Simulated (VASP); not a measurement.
Write the native input for VASP 6.6.1 that does the following.

| Item | Value |
| --- | --- |
| Task | relaxation of cell and atoms |
| Functional | PBE |
| Potentials or basis | VASP PAW PBE potentials, release 64 (Co) |
| Cutoff | 600 eV |
| k mesh | 17 × 17 × 17 |
| Occupations | fermi-dirac, width 0.1 eV |
| Spin | collinear spin, ferromagnetic start |
| Starting moments | [1.7] μB |
| Target pressure | 24 GPa |
| Dipole correction | no |
| Further INCAR settings | ALGO = Normal; EDIFF = 1e-06; IBRION = 2; EDIFFG = -0.005; NSW = 32; ISIF = 3 |

The structure of Co lies in POSCAR:

```
Co
1.0
    2.2372007077      0.0000000000      0.0000000000
    0.0000000000      2.2372007077      0.0000000000
    0.0000000000      0.0000000000      2.2372007077
Co
1
Direct
    0.0000000000      0.0000000000      0.0000000000
```

One way to write it, as run:

INCAR

```
SYSTEM = Co
PREC = Accurate
ENCUT = 600
EDIFF = 1E-6
ISMEAR = -1
SIGMA = 0.1
LREAL = .False.
LASPH = .True.
NELM = 150
ALGO = Normal
ISIF = 3
LWAVE = .False.
LCHARG = .False.
ISPIN = 2
MAGMOM = 1.7
LORBIT = 11
LMAXMIX = 4
GGA = PE
IBRION = 2
NSW = 32
EDIFFG = -0.005
PSTRESS = 240.0
```

KPOINTS

```
regular mesh
0
Gamma
  17 17 17
  0 0 0
```

Potentials or basis: VASP PAW PBE potentials, release 64 (Co).

The run is started by

```console
$ cat potpaw_PBE.64/Co/POTCAR > POTCAR
$ mpirun -np 1 vasp_std > vasp.out
```

It gave:

The relaxed volume is 11.12 Å³/atom and the relaxed cell is a = 2.232 Å, b = 2.232 Å, c = 2.232 Å, α = 90.00°, β = 90.00°, γ = 90.00°. The space group after relaxing (to 0.05 Å) is Pm-3m (No. 221), the energy change on relaxing (the enthalpy is what falls) is +10.8 meV/atom and the ionic steps are 3. The pressure after relaxing is 24.0 GPa, the net moment is 1.56 μB per cell and the site moments are Co +1.56 μB. The valence electrons inside the program's atomic spheres are Co 8.42.

Caveat: the cell is relaxed towards a set pressure, so the enthalpy falls and the energy may rise.

Wall time 37 s on 1 thread of Intel(R) Xeon(R) Platinum 8488C (Sapphire Rapids) (shared host), peak memory 0.15 GiB.
